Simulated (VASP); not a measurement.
Hf, 2 atoms in the cell. It takes space group Fd-3m (No. 227, cubic). The conventional cell has a = 5.882 Å, b = 5.882 Å, c = 5.882 Å, α = 90.00°, β = 90.00°, γ = 90.00°. Hf (site symmetry -43m) has 4 Hf at 2.55 Å within 3.4 Å. 

```yaml
Program: VASP 6.6.1
Task: relaxation of cell and atoms
Functional: r2SCAN
Potentials_or_basis: VASP PAW PBE potentials, release 64 (Hf_pv)
Cutoff: 600 eV
k_mesh: 6 × 6 × 6
Occupations: gaussian, width 0.1 eV
Spin: no spin polarisation
Dipole_correction: no
Further_INCAR_settings: ALGO = Normal; EDIFF = 1e-06; IBRION = 2; EDIFFG = -0.04; NSW = 90; ISIF = 3
```

Potentials or basis: VASP PAW PBE potentials, release 64 (Hf_pv).

Run with:

```sh
$ cat potpaw_PBE.64/Hf_pv/POTCAR > POTCAR
$ cp INCAR.step1 INCAR
$ mpirun -np 1 vasp_std > vasp.out
$ cp INCAR.step2 INCAR
$ mpirun -np 1 vasp_std > vasp.out
```

Hardware: 1 thread of Intel(R) Xeon(R) 6975P-C (Granite Rapids) (shared host).

Estimate the wall time of this run.

Run time: 4 min on 1 thread of Intel(R) Xeon(R) 6975P-C (Granite Rapids), on a shared host, peak memory 0.22 GiB. Counts: k points 16, ion steps 5.
